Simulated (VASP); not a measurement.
The system is Al4CoNi3.

```
CELL_PARAMETERS angstrom
4.17732 0.00000 0.00000
0.00000 4.17732 0.00000
0.00000 0.00000 5.90762
ATOMIC_POSITIONS crystal
Al 0.00000 0.50000 0.75000
Al 0.00000 0.50000 0.25000
Al 0.50000 0.00000 0.75000
Al 0.50000 0.00000 0.25000
Co 0.50000 0.50000 0.50000
Ni 0.00000 0.00000 0.00000
Ni 0.00000 0.00000 0.50000
Ni 0.50000 0.50000 0.00000
```

* Program: VASP 6.6.1
* Task: relaxation of cell and atoms
* Functional: PBE
* Potentials or basis: VASP PAW PBE potentials, release 64 (Al, Co, Ni)
* Cutoff: 600 eV
* k mesh: 4 × 4 × 4
* Occupations: gaussian, width 0.1 eV
* Spin: collinear spin, ferromagnetic start
* Starting moments: [0.0, 0.0, 0.0, 0.0, 3.0, 2.0, 2.0, 2.0] μB

At the start: pressure -9.3 GPa; volume 12.89 Å³/atom.

Task: Where does the relaxation end?

Result: Over 5 steps the energy falls by 26.2 meV/atom and the volume is 12.05 Å³/atom (-6.5 %); space group P4/mmm (No. 123, to 0.1 Å) before and after; moment 1.56 μB per cell.

The path:
```csv
step,energy change (eV),largest force (eV/Å),pressure (GPa),volume (Å³)
1,0.0000,0.0809,-9.27,103.09
2,-0.1215,0.0342,7.33,92.35
3,-0.2086,0.0590,0.00,96.34
4,-0.2086,0.0583,0.21,96.21
5,-0.2093,0.0268,-0.12,96.42
```

Final structure:
```
Al Co Ni
1.0
     4.09064    0.00000    0.00000
     0.00000    4.09064    0.00000
     0.00000    0.00000    5.76197
Al Co Ni
4 1 3
Direct
  0.00000 0.50000 0.74914
  0.00000 0.50000 0.25086
  0.50000 0.00000 0.74914
  0.50000 0.00000 0.25086
  0.50000 0.50000 0.50000
  0.00000 0.00000 0.00000
  0.00000 0.00000 0.50000
  0.50000 0.50000 0.00000
```

Caveat: the k points lie up to 0.38 Å⁻¹ apart in the final cell.
